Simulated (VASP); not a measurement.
## GaP2: single point with PBE

Crystal: GaP2.

```
Ga P
1.0
     4.65792    0.00000    0.00000
     0.00000    4.65792    0.00000
     0.00000    0.00000    2.17599
Ga P
1 2
Direct
  0.00000 0.00000 0.00000
  0.00000 0.50000 0.00000
  0.50000 0.00000 0.00000
```

The cell was built from a structure type or drawn by symmetry, and may not be a known phase.

```json
{"Program": "VASP 6.6.1", "Task": "single point", "Functional": "PBE", "Potentials or basis": "VASP PAW PBE potentials, release 64 (Ga_d, P)", "Cutoff": "520 eV", "k mesh": "4 × 4 × 8", "Occupations": "gaussian, width 0.1 eV", "Spin": "no spin polarisation"}
```

```yaml
Pressure: 32.1 GPa
Band_gap_on_the_k_mesh: zero (an odd number of electrons rules out a gap without spin polarisation)
```

Stress tensor (GPa, compression positive):
```
27.29  0.00  0.00
 0.00 27.29  0.00
 0.00  0.00 41.85
```

Levels at points of the mesh, in eV from the Fermi level:
```csv
k point,band 7,band 8,band 9,band 10,band 11,band 12,band 13,band 14,band 15,band 16
"(0.00, 0.00, 0.00)",-11.99,-7.22,-7.22,-5.71,-1.98,-1.98,3.40,3.58,11.21,11.21
"(0.50, 0.00, 0.00)",-13.94,-8.31,-6.75,-3.67,-3.48,0.98,1.97,7.44,8.11,8.36
"(0.50, 0.50, 0.00)",-13.84,-11.65,-5.73,-1.57,-0.39,1.29,1.29,3.39,6.80,6.80
"(0.00, 0.00, 0.50)",-7.89,-5.96,-4.59,-1.61,-1.61,-0.03,3.21,3.21,3.41,3.41
"(0.50, 0.00, 0.50)",-6.96,-6.70,-6.52,-1.58,-1.19,-0.65,1.96,2.19,4.09,5.49
"(0.50, 0.50, 0.50)",-6.57,-6.47,-6.47,-4.14,-3.43,0.01,3.27,3.56,4.59,7.47
```

It took 18 s on 1 thread of Intel Xeon 8259CL, on a shared host, peak memory 0.17 GiB.

Caveat: the k points lie up to 0.36 Å⁻¹ apart, too coarse for converged energies and pressures of a metal.
